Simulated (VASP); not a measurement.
Runs of VASP 6.6.1 on NaI. Symmetry: F-43m, No. 216, cubic system. Conventional cell: a = 7.086 Å, b = 7.086 Å, c = 7.086 Å, α = 90.00°, β = 90.00°, γ = 90.00°. Na (site symmetry -43m) has 4 I at 3.07 Å within 4.0 Å. Within 4.0 Å of I (site symmetry -43m) lie 4 Na at 3.07 Å. 

| level | potentials or basis | k mesh | smearing | gap on the mesh (eV) | pressure (GPa) |
| --- | --- | --- | --- | --- | --- |
| PBEsol | VASP PAW PBE potentials, release 64 (Na_pv, I) | 4 × 4 × 4 | gaussian 0.2 eV | 3.72 | -0.1 |
| PBEsol | VASP PAW PBE potentials, release 64 (Na_pv, I) | 4 × 4 × 4 | fermi-dirac 0.5 eV | 3.72 | 0.0 |
| PBEsol | VASP PAW PBE potentials, release 64 (Na_pv, I) | 4 × 4 × 4 | fermi-dirac 0.001 eV | 3.72 | -0.1 |
| PBEsol | VASP PAW PBE potentials, release 64 (Na_pv, I) | 4 × 4 × 4 | gaussian 0.01 eV | 3.72 | -0.1 |
| LDA | VASP PAW LDA potentials, release 64 (Na_pv, I) | 2 × 2 × 2 | gaussian 0.01 eV | (a) | -0.1 |

Alike in all rows: task single point; no spin polarisation; cell as given; cutoff (eV) 520.

Task: Fill in the values left out.

Result: (a) 3.43.

Caveats: some runs use coarse meshes; spin-orbit coupling is left out, which moves the levels of the heavy elements; the PAW data sets were made with another functional, which shifts forces and pressure a little (some runs).

A k mesh can miss the band edges, and the runs leave out spin-orbit coupling on I.
